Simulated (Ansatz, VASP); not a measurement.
GaN: VASP beside Ansatz

```xyz
2
Lattice="0.0000 2.2277 2.2277 2.2277 0.0000 2.2277 2.2277 2.2277 0.0000" Properties=species:S:1:pos:R:3 pbc="T T T"
Ga    0.0000    0.0000    0.0000
N     3.3416    3.3416    3.3416
```

Alike in both runs: functional LDA; k mesh 10 × 10 × 10; occupations gaussian, width 0.02 eV; no spin polarisation.

Ansatz relaxed the structure, and its values are those at the end. VASP's run is a single point on that final structure, the one shown.

|  | VASP | Ansatz |
| --- | --- | --- |
| version | VASP 6.6.1 | Ansatz 0.2.0 |
| potentials or method | VASP PAW LDA potentials, release 64 (Ga_d, N), cutoff 520 eV | scalar-relativistic, plane waves, PAW |
| valence electrons in the cell | 18 | 18 |

|  | VASP | Ansatz | Ansatz less VASP |
| --- | --- | --- | --- |
| gap on the k mesh at the Fermi level (eV) | 1.97 | 1.96 | -0.017 |
| least direct gap on the mesh (eV) | 1.97 | 1.96 | -0.017 |
| pressure (GPa) | 1.1 | 0.0 | -1.13 |

LDA's correlation is that of Perdew and Zunger in VASP and of Perdew and Wang (1992) in Ansatz.
